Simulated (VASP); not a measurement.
# Cd (C2/m) in VASP: a series of runs

Cd is run at these levels: PBE; tasks: single point.

Program: VASP 6.6.1. These are calculated values, not measurements. Logs are shortened: lines on timing, memory, paths and dates and some standing lists are left out, and cuts for length are marked.

## 1. The cell of the first run

The typed cell holds 1 atom: a = 3.062 Å, b = 3.062 Å, c = 3.058 Å, α = 120.05°, β = 120.05°, γ = 59.94°.

This isn't the form of Cd at room conditions, which is hcp.

## 2. Single point, PBE (20.25 Å³/atom)

Contents of INCAR:

```
SYSTEM = Cd
PREC = Accurate
ENCUT = 520
EDIFF = 1E-6
ISMEAR = 0
SIGMA = 0.1
LREAL = .False.
LASPH = .True.
NELM = 60
ALGO = Fast
ISIF = 2
LWAVE = .False.
LCHARG = .False.
GGA = PE
NBANDS = 12
```

Contents of KPOINTS:

```
Automatic mesh
0
Gamma
  20 20 20
  0 0 0
```

Contents of POSCAR:

```
Cd
1.0
    2.6516612238     -1.5294928053     -0.0636912693
    2.6516612238      1.5294928053     -0.0636912693
   -1.7073119364      0.0000000000      2.5370603876
Cd
1
Direct
    0.0000000000      0.0000000000      0.5000000000
```

Potentials or basis: VASP PAW PBE potentials, release 64 (Cd).

Launch:

```sh
cat potpaw_PBE.64/Cd/POTCAR > POTCAR
mpirun -np 1 vasp_std > vasp.out
```

OUTCAR:

```text
SYSTEM = Cd
   PREC = Accurate
   ENCUT = 520
   EDIFF = 1E-6
   ISMEAR = 0
   LREAL = .False.
   LASPH = .True.
   NELM = 60
   ISIF = 2
   GGA = PE

 ion  position               nearest neighbor table
   1  0.000  0.000  0.500-

  Warning from LATTYP: Got some problem with cell dimensions!
  Tried to take original basis but could not verify dimensions!
  LATTYP: Found a base centered monoclinic cell.
 ALAT       =     5.2950355511
 B/A-ratio  =     0.5777082290
 C/A-ratio  =     0.5775290523
 COS(beta)  =    -0.5759225313

  Lattice vectors:

 A1 = (  -0.9443492874,   1.5294928053,  -2.4733691183)
 A2 = (  -0.9443492874,  -1.5294928053,  -2.4733691183)
 A3 = (  -1.7073119364,   0.0000000000,   2.5370603876)

Analysis of symmetry for initial positions (statically):
=====================================================================
 Subroutine PRICEL returns:
 Original cell was already a primitive cell.

 Routine SETGRP: Setting up the symmetry group for a
 base centered monoclinic supercell.

 Subroutine GETGRP returns: Found  4 space group operations
 (whereof  4 operations were pure point group operations)
 out of a pool of  4 trial point group operations.

The static configuration has the point symmetry C_2h.

Analysis of symmetry for dynamics (positions and initial velocities):
=====================================================================
 Subroutine PRICEL returns:
 Original cell was already a primitive cell.

 Routine SETGRP: Setting up the symmetry group for a
 base centered monoclinic supercell.

 Subroutine GETGRP returns: Found  4 space group operations
 (whereof  4 operations were pure point group operations)
 out of a pool of  4 trial point group operations.

The dynamic configuration has the point symmetry C_2h.

 Subroutine INISYM returns: Found  4 space group operations
 (whereof  4 operations are pure point group operations),
 and found     1 'primitive' translations

----------------------------------------------------------------------------------------

                                     Primitive cell

  volume of cell :      20.2465

  direct lattice vectors                    reciprocal lattice vectors
     2.651661224 -1.529492805 -0.063691269     0.191658982 -0.326905755  0.128976696
     2.651661224  1.529492805 -0.063691269     0.191658982  0.326905755  0.128976696
    -1.707311936  0.000000000  2.537060388     0.009622951  0.000000000  0.400632710

  length of vectors
     3.061815159  3.061815159  3.058036863     0.400294299  0.400294299  0.400748262

  position of ions in fractional coordinates (direct lattice)
[... 87 lines left out ...]
   PSTRESS=    0.0 pullay stress
   NELECT =      12.0000    total number of electrons
   NUPDOWN=      -1.0000    fix difference up-down
   EMIN   =  10.00;   EMAX   =-10.00  energy-range for DOS
   EFERMI =   0.00;   METHOD = LEGACY
   ISMEAR =     0;   SIGMA  =   0.10  broadening in eV -4-tet -1-fermi 0-gaus
   EFERMI_NEDOS =   21; number of points for ismear=-14 and -15
   IALGO  =     68    algorithm
   IMIX   =      4    mixing-type and parameters
     AMIX     =   0.40;   BMIX     =  1.00
     AMIX_MAG =   1.60;   BMIX_MAG =  1.00
  volume/ion in A,a.u.               =      20.25       136.63
  Fermi-wavevector in a.u.,A,eV,Ry     =   1.375157  2.598670 25.729382  1.891056
  Thomas-Fermi vector in A             =   2.500518
   LORBIT       =      0    0 simple, 1 ext, 2 COOP (PROOUT), +10 PAW based schemes
   GGA     = PE    functional components
   LHFCALC =     F    Hartree Fock is set to
   AEXX    =    0.0000 exact exchange contribution
   IVDW    =     0    specifies the selected vdW correction
   LEPSILON=     F    determine dielectric tensor
   LRPA    =     F    only Hartree local field effects (RPA)
 non-spin polarized calculation
 RMM-DIIS sequential band-by-band and
 Gauss-broadening in eV      SIGMA  =   0.10
  energy-cutoff  :      520.00
  volume of cell :       20.25
 maximum number of plane-waves:       560
   NGX = 11   NGY = 11   NGZ = 11

 number of electron      11.9999997 magnetization

 Free energy of the ion-electron system (eV)
  ---------------------------------------------------
  ext. energy  EPLUGINS =         0.00000000
  ---------------------------------------------------
  free energy    TOTEN  =        -0.68696795 eV

  energy without entropy =       -0.68604650  energy(sigma->0) =       -0.68650722

 E-fermi :   3.4501     XC(G=0): -11.3908

 val. band max:        3.3946881956   @ k =  -0.2500   0.2000   0.4500
 cond. band min:       3.4750440001   @ k =   0.5000   0.3500   0.2500
 fundamental gap:      0.0803558045
 Fermi energy:         3.4501320619

 k-point     1 :       0.0000    0.0000    0.0000
  band No.  band energies     occupation
      1      -5.9608      2.00000
      2      -5.9546      2.00000
      3      -5.9503      2.00000
      4      -5.9466      2.00000
      5      -5.4188      2.00000
      6      -5.4161      2.00000
      7      17.5666      0.00000
      8      19.0807      0.00000
      9      19.1079      0.00000
     10      19.1520      0.00000
     11      22.6028      0.00000
     12      22.6289      0.00000
[... 331 lines left out ...]
 k-point    24 :      -0.3500    0.0500    0.0000
  band No.  band energies     occupation
      1      -6.4446      2.00000
      2      -5.9077      2.00000
      3      -5.8845      2.00000
      4      -5.1601      2.00000
      5      -5.1098      2.00000
      6      -1.8540      2.00000
      7       5.8278      0.00000
      8      15.5147      0.00000
      9      17.2395      0.00000
     10      17.5292      0.00000
     11      20.7804      0.00000
     12      21.4823      0.00000

 [... further k-points ...]

------------------------ aborting loop because EDIFF is reached ----------------------------------------

  FORCE on cell =-STRESS in cart. coord.  units (eV):
  Direction    XX          YY          ZZ          XY          YZ          ZX
  --------------------------------------------------------------------------------------
  -------------------------------------------------------------------------------------
  Total        0.9589026      0.9708234      0.9797428      0.0000000      0.0000000     -0.0006884
  in kB       75.8815165     76.8248565     77.5306779      0.0000000      0.0000000     -0.0544732
  external PRESSURE =      76.7456836 kB  Pullay stress =       0.0000000 kB

 VOLUME and BASIS-vectors are now :
 -----------------------------------------------------------------------------
  energy-cutoff  :      520.00
  volume of cell :       20.25
      direct lattice vectors                 reciprocal lattice vectors
     2.651661224 -1.529492805 -0.063691269     0.191658982 -0.326905755  0.128976696
     2.651661224  1.529492805 -0.063691269     0.191658982  0.326905755  0.128976696
    -1.707311936  0.000000000  2.537060388     0.009622951  0.000000000  0.400632710

 POSITION                                       TOTAL-FORCE (eV/Angst)
 -----------------------------------------------------------------------------------
     -0.85366      0.00000      1.26853         0.000000      0.000000      0.000000
 -----------------------------------------------------------------------------------
    total drift:                               -0.000000     -0.000000      0.000000

  FREE ENERGIE OF THE ION-ELECTRON SYSTEM (eV)
  ---------------------------------------------------
  free  energy   TOTEN  =        -0.6869679507 eV

  energy  without entropy=       -0.6860464981  energy(sigma->0) =       -0.68650722
```

Wall time 1.9 min (1 thread of Intel Xeon 6975P-C (Granite Rapids), shared host); peak memory 0.56 GiB.

What came out:

* Free energy: -0.6870 eV
* Pressure: 7.7 GPa
* Band gap on the k mesh: zero (bands 6 and 7 overlap by 3.33 eV)

Stress tensor (GPa, compression positive):
```
 7.59  0.00 -0.01
 0.00  7.68  0.00
-0.01  0.00  7.75
```

Caveat: the cell stands under pressure.

## 3. Single point, PBE (20.94 Å³/atom)

This run uses another cell than the first one, of 20.94 Å³/atom.

Contents of INCAR:

```
PREC     = Accurate       # precision mode
ENCUT    = 520            # plane-wave cutoff, eV
EDIFF    = 1E-6           # SCF threshold, eV
ISMEAR   = 0              # smearing method
SIGMA    = 0.1            # smearing width, eV
LREAL    = False          # projectors in reciprocal space
LASPH    = True           # aspherical terms in the spheres
NELM     = 100            # most SCF steps
ALGO     = Fast           # electronic algorithm
ISIF     = 2              # what is computed and relaxed
LWAVE    = False          # write WAVECAR
LCHARG   = True           # write CHGCAR
GGA      = PE             # functional
LELF     = True           # ELF
LVHAR    = True         
NBANDS   = 12             # bands
```

Contents of KPOINTS:

```
Automatic mesh
0
Gamma
  20 20 20
```

Contents of POSCAR:

```
Cd
1.0
    2.6814576641     -1.5466795563     -0.0644069614
    2.6814576641      1.5466795563     -0.0644069614
   -1.7264968224      0.0000000000      2.5655690703
Cd
1
Direct
    0.0000000000      0.0000000000      0.5000000000
```

Potentials or basis: VASP PAW PBE potentials, release 64 (Cd).

Launch:

```sh
cat potpaw_PBE.64/Cd/POTCAR > POTCAR
mpirun -np 1 vasp_std > vasp.out
```

It took 2 min on 1 thread of Intel Xeon 6975P-C (Granite Rapids), shared host; peak memory 0.58 GiB.

It converged, with:

```
Free energy            : -0.7139 eV
Pressure               : 5.1 GPa
Band gap on the k mesh : zero (bands 6 and 7 overlap by 3.37 eV)
```

Stress tensor (GPa, compression positive):
```
 5.00  0.00 -0.01
 0.00  5.08  0.00
-0.01  0.00  5.14
```

Levels at points of the mesh, in eV from the Fermi level:
```tsv
k point	band 4	band 5	band 6	band 7	band 8	band 9
(0.00, 0.00, 0.00)	-9.13	-8.79	-8.79	14.02	15.31	15.34
(0.50, 0.00, 0.00)	-8.39	-8.38	-2.52	-1.28	12.89	12.92
(0.50, 0.50, 0.00)	-8.28	-8.28	-0.95	1.51	6.91	6.92
(0.00, 0.00, 0.50)	-8.38	-8.38	-2.51	-1.26	12.86	12.89
(0.50, 0.00, 0.50)	-8.28	-8.28	-0.94	1.52	6.88	6.93
(0.50, 0.50, 0.50)	-8.39	-8.38	-2.53	-1.30	12.92	12.92
```

Caveat: the cell stands under pressure.

## 4. Single point, PBE (21.63 Å³/atom)

This run uses another cell than the first one, of 21.63 Å³/atom.

Contents of INCAR:

```
ALGO = Fast ; EDIFF = 1E-6
ENCUT = 520 ; GGA = PE
ISIF = 2 ; ISMEAR = 0
LASPH = True ; LCHARG = True
LELF = True ; LREAL = False
LVHAR = True ; LWAVE = False
NBANDS = 12 ; NELM = 100
PREC = Accurate ; SIGMA = 0.1
```

Contents of KPOINTS:

```
k-points
0
Gamma
  20 20 20
```

Contents of POSCAR:

```
Cd
1.0
    2.7106062267     -1.5634926079     -0.0651070919
    2.7106062267      1.5634926079     -0.0651070919
   -1.7452645625      0.0000000000      2.5934578755
Cd
1
Direct
    0.0000000000      0.0000000000      0.5000000000
```

Launch:

```sh
cat potpaw_PBE.64/Cd/POTCAR > POTCAR
mpirun -np 1 vasp_std > vasp.out
```

Wall time 1.9 min (1 thread of Intel Xeon 6975P-C (Granite Rapids), shared host); peak memory 0.59 GiB.

It converged, with:

```
Free energy            : -0.7308 eV
Pressure               : 3.0 GPa
Band gap on the k mesh : zero (bands 6 and 7 overlap by 3.40 eV)
```

Stress tensor (GPa, compression positive):
```
 2.90  0.00 -0.01
 0.00  2.96  0.00
-0.01  0.00  3.00
```

Levels at points of the mesh, in eV from the Fermi level:
```csv
k point,band 2,band 3,band 4,band 5,band 6,band 7,band 8,band 9,band 10,band 11
"(0.00, 0.00, 0.00)",-9.18,-9.18,-8.87,-8.72,-8.72,13.91,15.00,15.03,15.07,18.39
"(0.50, 0.00, 0.00)",-9.18,-9.17,-8.34,-8.34,-2.37,-1.32,12.60,12.63,13.02,16.47
"(0.50, 0.50, 0.00)",-9.76,-8.36,-8.24,-8.24,-0.85,1.39,6.81,6.82,11.11,11.18
"(0.00, 0.00, 0.50)",-9.18,-9.17,-8.34,-8.34,-2.37,-1.30,12.58,12.61,13.00,16.45
"(0.50, 0.00, 0.50)",-9.76,-8.36,-8.24,-8.24,-0.84,1.41,6.78,6.83,11.09,11.18
"(0.50, 0.50, 0.50)",-9.18,-9.17,-8.34,-8.34,-2.38,-1.34,12.63,12.64,13.03,16.49
```

## 5. Overview

```tsv
cell	gap on the mesh (eV)	pressure (GPa)
a = 3.062, b = 3.062, c = 3.058 Å, angles 120.1, 120.1, 59.9°, 1 atom	none	7.7
a = 3.096, b = 3.096, c = 3.092 Å, angles 120.1, 120.1, 59.9°, 1 atom	none	5.1
a = 3.130, b = 3.130, c = 3.126 Å, angles 120.1, 120.1, 59.9°, 1 atom	none	3.0
```

Alike in all rows: task single point; level PBE; potentials or basis VASP PAW PBE potentials, release 64 (Cd); no spin polarisation; k mesh 20 × 20 × 20; cutoff (eV) 520; smearing gaussian 0.1 eV.

Caveats: the cell stands under pressure (at least some runs).

Absolute energies hang on the potentials; compare differences alone.

The gap in the log of VASP goes by the Fermi energy; the results here count the filled bands.